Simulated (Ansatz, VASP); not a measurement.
## InSe in VASP and in Ansatz

Contents of INCAR:

```
SYSTEM = InSe
ALGO = Normal ; DIPOL = 0.5 0.5 0.500
EDIFF = 1E-7 ; ENCUT = 520
GGA = PE ; IDIPOL = 3
ISIF = 2 ; ISMEAR = 0
IVDW = 12 ; LASPH = .TRUE.
LCHARG = .FALSE. ; LDIPOL = .TRUE.
LREAL = .FALSE. ; LWAVE = .FALSE.
NBANDS = 27 ; NELM = 80
PREC = Accurate ; SIGMA = 0.02
```

Contents of KPOINTS:

```
k-points
0
G
  9 9 1
  0 0 0
```

The input POSCAR:

```
InSe
1.0
    3.8250000000      0.0000000000      0.0000000000
   -1.9125000000      3.3125471695      0.0000000000
    0.0000000000      0.0000000000     36.7211901288
Se In
2 2
Direct
    0.0000000000      0.0000000000      0.4234771694
    0.0000000000      0.0000000000      0.5764950858
    0.6666666667      0.3333333333      0.4602865666
    0.6666666667      0.3333333333      0.5396857446
```

Input for Ansatz:

```yaml
crystal:
  lattice:
    - [3.825, 0.0, 0.0]
    - [-1.9125, 3.3125471695, 0.0]
    - [0.0, 0.0, 36.7211901288]
  atoms:
    - { symbol: Se, position: [0.0, 0.0, 0.4234771694] }
    - { symbol: In, position: [0.6666666667, 0.3333333333, 0.4602865666] }
    - { symbol: In, position: [0.6666666667, 0.3333333333, 0.5396857446] }
    - { symbol: Se, position: [0.0, 0.0, 0.5764950858] }
  periodic: [true, true, false]
basis:
  ecutwfc: 420
kpoints:
  mp_grid: { grid: [9, 9, 1] }
hamiltonian:
  xc: pbe
  dispersion: d3bj
scf:
  occupations: { method: gaussian, width: 0.02 }
output:
  forces: true
  stress: true
  eigenvalues: true
```

Alike in both runs: task single point; functional PBE; dispersion D3(BJ); k mesh 9 × 9 × 1; occupations gaussian, width 0.02 eV; no spin polarisation.

```csv
,VASP,Ansatz
version,VASP 6.6.1,Ansatz 0.2.0
potentials or method,"VASP PAW PBE potentials, release 64 (Se, In_d), cutoff 520 eV","scalar-relativistic, plane waves, PAW"
valence electrons in the cell,38,58
```

```csv
,VASP,Ansatz,Ansatz less VASP
gap on the k mesh at the Fermi level (eV),2.06,2.07,+0.005
least direct gap on the mesh (eV),2.06,2.07,+0.005
rms of the force components (eV/Å),0.450,0.442,-0.0087
```

VASP's potentials hold 38 valence electrons a cell and Ansatz's 58, so a difference there can come from the potentials and not from the codes. Ansatz's warnings: structure snapped to symmetry.
